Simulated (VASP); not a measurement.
Runs of VASP 6.6.1 on MgO. The structure is that of space group Pm-3m (No. 221), or close to it. The cells are those of the table. 

```csv
cell,gap on the mesh (eV),pressure (GPa)
"a = 2.661 Å, 2 atoms",(b),-0.8
"a = 2.625 Å, 2 atoms",2.61,5.3
"a = 2.550 Å, 2 atoms",3.47,22.0
"a = 2.696 Å, 2 atoms",1.91,-5.8
"a = 2.470 Å, 2 atoms",4.55,47.9
"a = 2.428 Å, 2 atoms",5.20,(a)
"a = 2.293 Å, 2 atoms",6.50,154.0
"a = 2.385 Å, 2 atoms",5.94,88.4
```

Alike in all rows: task single point; level PBE; potentials or basis VASP PAW PBE potentials, release 64 (Mg, O); no spin polarisation; k mesh 14 × 14 × 14; cutoff (eV) 520; smearing gaussian 0.05 eV.

**Question.** Fill in the values left out.

**Answer.** (a) 65.8; (b) 2.24.

A k mesh can miss the band edges.
